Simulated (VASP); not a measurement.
# Ta16Cu in VASP: single point with PBE+D3(BJ)

Aim: the single point of Ta16Cu with PBE+D3(BJ).

Program: VASP 6.6.1. These are calculated values, not measurements. Logs are shortened: lines on timing, memory, paths and dates and some standing lists are left out, and cuts for length are marked.

## 1. The cell of the first run

The cell holds a slab with vacuum, 17 atoms: a = 6.570 Å, b = 6.570 Å, c = 21.910 Å, α = 90.00°, β = 90.00°, γ = 90.00°.

## 2. Single point, PBE+D3(BJ)

INCAR

```
PREC = Accurate ; ENCUT = 520
EDIFF = 1E-6 ; ISMEAR = 0
SIGMA = 0.1 ; LREAL = Auto
LASPH = T ; NELM = 100
ALGO = Normal ; ISIF = 2
LWAVE = F ; LCHARG = F
LDIPOL = T ; IDIPOL = 3
DIPOL = 0.5 0.5 0.308 ; GGA = PE
IVDW = 12 ; NBANDS = 108
```

KPOINTS

```
Automatic mesh
0
Gamma
  4 4 1
```

POSCAR

```
Ta16Cu
1.0
    6.5699959905      0.0000000000      0.0000000000
    0.0000000000      6.5699959905      0.0000000000
    0.0000000000      0.0000000000     21.9099229040
Ta Cu
16 1
Direct
    0.2500000000      0.2500000000      0.1825656812
    0.2500000000      0.7500000000      0.1825656812
    0.7500000000      0.2500000000      0.1825656812
    0.7500000000      0.7500000000      0.1825656812
    0.0000000000      0.0000000000      0.2575316683
    0.0000000000      0.5000000000      0.2575316683
    0.5000000000      0.0000000000      0.2575316683
    0.5000000000      0.5000000000      0.2575316683
    0.2500000000      0.2500000000      0.3326484497
    0.2500000000      0.7500000000      0.3326484497
    0.7500000000      0.2500000000      0.3326484497
    0.7500000000      0.7500000000      0.3326484497
    0.0000000000      0.0000000000      0.4020973941
    0.0000000000      0.5000000000      0.4020973941
    0.5000000000      0.0000000000      0.4020973941
    0.5000000000      0.5000000000      0.4020973941
    0.0625000000      0.0625000000      0.5298933709
```

Potentials or basis: VASP PAW PBE potentials, release 64 (Ta_pv, Cu).

Started as:

```
$ cat potpaw_PBE.64/Ta_pv/POTCAR potpaw_PBE.64/Cu/POTCAR > POTCAR
$ mpirun -np 1 vasp_std > vasp.out
```

OUTCAR:

```text
PREC = Accurate
   ENCUT = 520
   EDIFF = 1E-6
   ISMEAR = 0
   LREAL = Auto
   LASPH = T
   NELM = 100
   ISIF = 2
   GGA = PE
   IVDW = 12
 IVDW          = 12

 ion  position               nearest neighbor table
   1  0.250  0.250  0.183-   5 2.84   6 2.84   7 2.84   8 2.84   2 3.28   3 3.28   2 3.28   3 3.28
                             9 3.29
   2  0.250  0.750  0.183-   5 2.84   6 2.84   7 2.84   8 2.84   1 3.28   4 3.28   1 3.28   4 3.28
                            10 3.29
   3  0.750  0.250  0.183-   5 2.84   6 2.84   7 2.84   8 2.84   1 3.28   4 3.28   4 3.28   1 3.28
                            11 3.29
   4  0.750  0.750  0.183-   5 2.84   6 2.84   7 2.84   8 2.84   2 3.28   3 3.28   3 3.28   2 3.28
                            12 3.29
   5  0.000  0.000  0.258-   1 2.84   2 2.84   3 2.84   4 2.84   9 2.85  10 2.85  11 2.85  12 2.85
                            13 3.17   7 3.28   6 3.28   6 3.28   7 3.28
   6  0.000  0.500  0.258-   1 2.84   2 2.84   3 2.84   4 2.84   9 2.85  10 2.85  11 2.85  12 2.85
                            14 3.17   8 3.28   5 3.28   5 3.28   8 3.28
   7  0.500  0.000  0.258-   1 2.84   2 2.84   3 2.84   4 2.84   9 2.85  10 2.85  11 2.85  12 2.85
                            15 3.17   8 3.28   5 3.28   8 3.28   5 3.28
   8  0.500  0.500  0.258-   1 2.84   2 2.84   3 2.84   4 2.84   9 2.85  10 2.85  11 2.85  12 2.85
                            16 3.17   7 3.28   6 3.28   7 3.28   6 3.28
   9  0.250  0.250  0.333-  13 2.78  14 2.78  15 2.78  16 2.78   5 2.85   6 2.85   7 2.85   8 2.85
                            10 3.28  11 3.28  10 3.28  11 3.28   1 3.29
  10  0.250  0.750  0.333-  13 2.78  14 2.78  15 2.78  16 2.78   5 2.85   6 2.85   7 2.85   8 2.85
                             9 3.28  12 3.28   9 3.28  12 3.28   2 3.29
  11  0.750  0.250  0.333-  13 2.78  14 2.78  15 2.78  16 2.78   5 2.85   6 2.85   7 2.85   8 2.85
                             9 3.28  12 3.28  12 3.28   9 3.28   3 3.29
  12  0.750  0.750  0.333-  13 2.78  14 2.78  15 2.78  16 2.78   5 2.85   6 2.85   7 2.85   8 2.85
                            10 3.28  11 3.28  11 3.28  10 3.28   4 3.29
  13  0.000  0.000  0.402-   9 2.78  10 2.78  11 2.78  12 2.78  17 2.86   5 3.17  15 3.28  14 3.28
                            14 3.28  15 3.28
  14  0.000  0.500  0.402-   9 2.78  10 2.78  11 2.78  12 2.78   6 3.17  13 3.28  16 3.28  13 3.28
                            16 3.28
  15  0.500  0.000  0.402-   9 2.78  10 2.78  11 2.78  12 2.78   7 3.17  13 3.28  16 3.28  16 3.28
                            13 3.28
  16  0.500  0.500  0.402-   9 2.78  10 2.78  11 2.78  12 2.78   8 3.17  14 3.28  15 3.28  15 3.28
                            14 3.28
  17  0.062  0.062  0.530-  13 2.86

  LATTYP: Found a simple tetragonal cell.
 ALAT       =     6.5699959905
 C/A-ratio  =     3.3348457040

  Lattice vectors:

 A1 = (   6.5699959905,   0.0000000000,   0.0000000000)
 A2 = (   0.0000000000,   6.5699959905,   0.0000000000)
 A3 = (   0.0000000000,   0.0000000000,  21.9099229040)

Analysis of symmetry for initial positions (statically):
[... 160 lines left out ...]
  Thomas-Fermi vector in A             =   2.082427
   LORBIT       =      0    0 simple, 1 ext, 2 COOP (PROOUT), +10 PAW based schemes
   GGA     = PE    functional components
   LHFCALC =     F    Hartree Fock is set to
   AEXX    =    0.0000 exact exchange contribution
   IVDW    =    12    specifies the selected vdW correction
   LEPSILON=     F    determine dielectric tensor
   LRPA    =     F    only Hartree local field effects (RPA)
 non-spin polarized calculation
 Gauss-broadening in eV      SIGMA  =   0.10
  energy-cutoff  :      520.00
  volume of cell :      945.74
 maximum number of plane-waves:     25516
 NGX is ok and might be reduce to    50
   NGX = 25   NGY = 25   NGZ = 81

 dipolmoment           0.000000      0.000000      0.001118 electrons x Angstroem

 number of electron     186.9999983 magnetization

 dipolmoment           0.000000      0.000000     -0.001384 electrons x Angstroem

 Free energy of the ion-electron system (eV)
  ---------------------------------------------------
  ext. energy  EPLUGINS =         0.00000000
  ---------------------------------------------------
  free energy    TOTEN  =      -176.53256491 eV

  energy without entropy =     -176.45659633  energy(sigma->0) =     -176.49458062

 E-fermi :  -0.7244     XC(G=0):  -5.2223

 val. band max:       -0.7810520631   @ k =   0.5000   0.5000   0.0000
 cond. band min:      -0.7084114739   @ k =   0.2500   0.0000   0.0000
 fundamental gap:      0.0726405892
 Fermi energy:        -0.7243993042

 k-point     1 :       0.0000    0.0000    0.0000
  band No.  band energies     occupation
      1     -35.7173      2.00000
      2     -35.7030      2.00000
      3     -35.6950      2.00000
      4     -35.6950      2.00000
      5     -35.6890      2.00000
      6     -35.6888      2.00000
[... 745 lines left out ...]
    104      -0.2430      0.00000
    105      -0.2304      0.00000
 [bands above 105 left out]

------------------------ aborting loop because EDIFF is reached ----------------------------------------

 vacuum level on the upper side and lower side of the slab       (xc-potential included)        -0.178        -0.179

 Edisp (eV)   -6.82395

 E8    (eV) :    -3.7104

  FORCE on cell =-STRESS in cart. coord.  units (eV):
  Direction    XX          YY          ZZ          XY          YZ          ZX
  --------------------------------------------------------------------------------------
  -------------------------------------------------------------------------------------
  Total     -19.03909   -19.03909    -6.57552     0.03977    -0.03704    -0.03704
  in kB     -32.25417   -32.25417   -11.13960     0.06738    -0.06276    -0.06276
  external pressure =      -25.22 kB  Pullay stress =        0.00 kB

 VOLUME and BASIS-vectors are now :
 -----------------------------------------------------------------------------
  energy-cutoff  :      520.00
  volume of cell :      945.74
      direct lattice vectors                 reciprocal lattice vectors
     6.569995990  0.000000000  0.000000000     0.152207094  0.000000000  0.000000000
     0.000000000  6.569995990  0.000000000     0.000000000  0.152207094  0.000000000
     0.000000000  0.000000000 21.909922904     0.000000000  0.000000000  0.045641420

 POSITION                                       TOTAL-FORCE (eV/Angst)
 -----------------------------------------------------------------------------------
      1.64250      1.64250      4.00000         0.001928      0.001928      0.521545
      1.64250      4.92750      4.00000         0.015898     -0.004394      0.501126
      4.92750      1.64250      4.00000        -0.004394      0.015898      0.501126
      4.92750      4.92750      4.00000        -0.014679     -0.014679      0.479954
      0.00000      0.00000      5.64250         0.018169      0.018169     -0.658811
      0.00000      3.28500      5.64250         0.016356     -0.015609     -0.505016
[... 9 lines left out ...]
      3.28500      3.28500      8.80992        -0.008444     -0.008444     -0.271334
      0.41062      0.41062     11.60992        -0.025538     -0.025538     -1.382435
 -----------------------------------------------------------------------------------
    total drift:                               -0.002386     -0.002386     -0.003528

  FREE ENERGIE OF THE ION-ELECTRON SYSTEM (eV)
  ---------------------------------------------------
  free  energy   TOTEN  =      -183.3565134606 eV

  energy  without entropy=     -183.2805448791  energy(sigma->0) =     -183.31852917

 vacuum level on the upper side and lower side of the slab         3.181         3.186
```

stdout:

```text
POSCAR found type information on POSCAR TaCu
 POSCAR found :  2 types and      17 ions
 scaLAPACK will be used
 LDA part: xc-table for (Slater+PW92), standard interpolation
 POSCAR, INCAR and KPOINTS ok, starting setup
 FFT: planning ... GRIDC
 FFT: planning ... GRID_SOFT
 FFT: planning ... GRID
 WAVECAR not read
 entering main loop
```

Wall time 35 min (1 thread of Intel Xeon 6975P-C (Granite Rapids), shared host); peak memory 1.1 GiB.

What came out:

* Free energy: -183.3565 eV
* Largest force: 1.451 eV/Å
* Band gap on the k mesh: zero (an odd number of electrons rules out a gap without spin polarisation)
* Dispersion energy per atom: -0.401 eV

Forces in eV/Å, atoms in the order of the input:
```
Ta   0.002  0.002  0.522
Ta   0.016 -0.004  0.501
Ta  -0.004  0.016  0.501
Ta  -0.015 -0.015  0.480
Ta   0.018  0.018 -0.659
Ta   0.016 -0.016 -0.505
Ta  -0.016  0.016 -0.505
Ta  -0.013 -0.013 -0.492
Ta   0.019  0.019 -0.144
Ta   0.019 -0.020 -0.037
Ta  -0.020  0.019 -0.037
Ta  -0.041 -0.041  0.029
Ta   0.157  0.157  1.434
Ta   0.059 -0.164  0.283
Ta  -0.164  0.059  0.283
Ta  -0.008 -0.008 -0.271
Cu  -0.026 -0.026 -1.382
```

Caveat: spin-orbit coupling is left out, which moves the levels of the heavy elements.
